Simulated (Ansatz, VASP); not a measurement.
# Two plane-wave programs on Co3Si8Ni

```
Co Si Ni
1.0
     3.81024    0.00000    0.00000
     0.00000    3.81024    0.00000
     0.00000    0.00000   10.66553
Co Si Ni
3 8 1
Direct
  0.00000 0.00000 0.00000
  0.50000 0.50000 0.25172
  0.50000 0.50000 0.74828
  0.50000 0.00000 0.12411
  0.00000 0.50000 0.37253
  0.50000 0.00000 0.62747
  0.00000 0.50000 0.87589
  0.50000 0.00000 0.37253
  0.00000 0.50000 0.62747
  0.50000 0.00000 0.87589
  0.00000 0.50000 0.12411
  0.00000 0.00000 0.50000
```

Alike in both runs: task relaxation of cell and atoms; functional PBE; k mesh 10 × 10 × 4; occupations gaussian, width 0.1 eV; no spin polarisation.

```csv
,VASP,Ansatz
version,VASP 6.6.1,Ansatz 0.2.0
potentials or method,"VASP PAW PBE potentials, release 64 (Co, Si, Ni), cutoff 600 eV","scalar-relativistic, plane waves, PAW"
valence electrons in the cell,69,101
```

```tsv
	VASP	Ansatz	Ansatz less VASP
gap on the k mesh at the Fermi level, each at its own relaxed structure (eV)	none	none	-
relaxed volume (Å³/atom)	12.90	12.91	+0.015
relaxed length of the cell vector where the two differ most in proportion (Å)	3.793	3.795	+0.0022
```

A gap of «none» marks a metal or a gap that the smearing closes. VASP's potentials hold 69 valence electrons a cell and Ansatz's 101, so a difference there can come from the potentials and not from the codes.
